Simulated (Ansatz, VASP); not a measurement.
# Fe in VASP and in Ansatz

The input INCAR:

```
SYSTEM = Fe
PREC = Accurate
ENCUT = 600
EDIFF = 1E-6
ISMEAR = 0
SIGMA = 0.01
LREAL = .False.
LASPH = .True.
NELM = 120
ALGO = Normal
ISIF = 2
LWAVE = .False.
LCHARG = .False.
GGA = CA
NBANDS = 10
GGA_COMPAT = .False.
```

KPOINTS

```
regular mesh
0
Gamma
  16 16 16
  0 0 0
```

Contents of POSCAR:

```
Fe
1.0
   -1.3498227879      1.3498227879      1.3498227879
    1.3498227879     -1.3498227879      1.3498227879
    1.3498227879      1.3498227879     -1.3498227879
Fe
1
Direct
    0.0000000000      0.0000000000      0.0000000000
```

Input for Ansatz:

```yaml
crystal:
  lattice:
    - [-1.3498227879, 1.3498227879, 1.3498227879]
    - [1.3498227879, -1.3498227879, 1.3498227879]
    - [1.3498227879, 1.3498227879, -1.3498227879]
  atoms:
    - { symbol: Fe, position: [0.0, 0.0, 0.0] }
hamiltonian:
  xc: lda
  pseudopotentials:
    kind: paw
    azcp:
      Fe: "pseudopotentials/Fe.paw.azcp"
basis:
  ecutwfc: 420
  fft_grid_basis: typed
kpoints:
  mp_grid: { grid: [16, 16, 16], shift: [0, 0, 0] }
magnetization:
  spin_polarized: false
scf:
  occupations: { method: gaussian, width: 0.01 }
  lower_state_search: "off"
output:
  stress: true
```

Alike in both runs: task single point; functional LDA; k mesh 16 × 16 × 16; occupations gaussian, width 0.01 eV; no spin polarisation.

```csv
,VASP,Ansatz
version,VASP 6.6.1,Ansatz 0.2.0
potentials or method,"VASP PAW LDA potentials, release 64 (Fe), cutoff 600 eV","plane waves (420 eV) with PAW, scalar-relativistic"
valence electrons in the cell,8,16
```

|  | VASP | Ansatz | Ansatz less VASP |
| --- | --- | --- | --- |
| pressure (GPa) | -1.5 | -1.1 | +0.37 |

Ansatz warns that its potentials were made for another functional, while VASP's fit it. LDA's correlation is that of Perdew and Zunger in VASP and of Perdew and Wang (1992) in Ansatz. VASP's potentials hold 8 valence electrons a cell and Ansatz's 16, so a difference there can come from the potentials and not from the codes.
